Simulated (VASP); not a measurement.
Input of a VASP 6.6.1 run:

The input INCAR:

```
SYSTEM = Ti2Ge
PREC     = Accurate       ! precision mode
ENCUT    = 620            ! plane-wave cutoff, eV
EDIFF    = 1E-6           ! SCF threshold, eV
ISMEAR   = 0              ! smearing method
SIGMA    = 0.1            ! smearing width, eV
LREAL    = .False.        ! projectors in reciprocal space
LASPH    = .True.         ! aspherical terms in the spheres
NELM     = 300            ! most SCF steps
ALGO     = All            ! electronic algorithm
ISIF     = 2              ! what is computed and relaxed
LWAVE    = .False.        ! write WAVECAR
LCHARG   = .False.        ! write CHGCAR
GGA      = PE             ! functional
NBANDS   = 26             ! bands
GGA_COMPAT= .False.      
ISEARCH  = 1            
KPAR     = 4
```

File KPOINTS:

```
Automatic mesh
0
Gamma
  6 6 6
  0 0 0
```

Contents of POSCAR:

```
Ti2Ge
1.0
    0.0000000000      3.0714740000      3.0714740000
    3.0714740000      0.0000000000      3.0714740000
    3.0714740000      3.0714740000      0.0000000000
Ti Ge
2 1
Direct
    0.7500000000      0.7500000000      0.7500000000
    0.2500000000      0.2500000000      0.2500000000
    0.0000000000      0.0000000000      0.0000000000
```

Potentials or basis: VASP PAW PBE potentials, release 64 (Ti_sv, Ge_d).

Run with:

```bash
$ cat potpaw_PBE.64/Ti_sv/POTCAR potpaw_PBE.64/Ge_d/POTCAR > POTCAR
$ mpirun -np 4 vasp_std > vasp.out
```

Estimate the band gap on the k mesh.

zero (bands 19 and 20 overlap by 0.52 eV).

What does it give for the pressure?

-4.7 GPa.

Caveat: the cell stands under tension.
